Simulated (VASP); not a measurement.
Here is a VASP 6.6.1 calculation.

The input INCAR:

```
SYSTEM = MgO
PREC = Accurate ; ENCUT = 520
EDIFF = 1E-7 ; ISMEAR = 0
SIGMA = 0.05 ; LREAL = .FALSE.
LASPH = .TRUE. ; NELM = 80
ALGO = Normal ; ISIF = 2
LWAVE = .FALSE. ; LCHARG = .TRUE.
GGA = PE ; LELF = .TRUE.
LVHAR = .TRUE. ; NBANDS = 26
```

The input KPOINTS:

```
Automatic mesh
0
G
  9 9 4
  0 0 0
```

The input POSCAR:

```
MgO
1.0
    3.3152851939      0.0000000000      0.0000000000
   -1.6576425970      2.8711211987      0.0000000000
    0.0000000000      0.0000000000     10.2430960635
Mg O
4 4
Direct
    0.3333333333      0.6666666667      0.0031594155
    0.3333333333      0.6666666667      0.5031594155
    0.6666666667      0.3333333333      0.2531594155
    0.6666666667      0.3333333333      0.7531594155
    0.3333333333      0.6666666667      0.1991405845
    0.3333333333      0.6666666667      0.6991405845
    0.6666666667      0.3333333333      0.4491405845
    0.6666666667      0.3333333333      0.9491405845
```

Potentials or basis: VASP PAW PBE potentials, release 64 (Mg, O).

Launch:

```console
$ cat potpaw_PBE.64/Mg/POTCAR potpaw_PBE.64/O/POTCAR > POTCAR
$ mpirun -np 1 vasp_std > vasp.out
```

Task: What does it give for the pressure?

Result: -0.4 GPa.

Task: Predict the band gap on the k mesh.

Result: 3.39 eV.

A k mesh can miss the band edges.
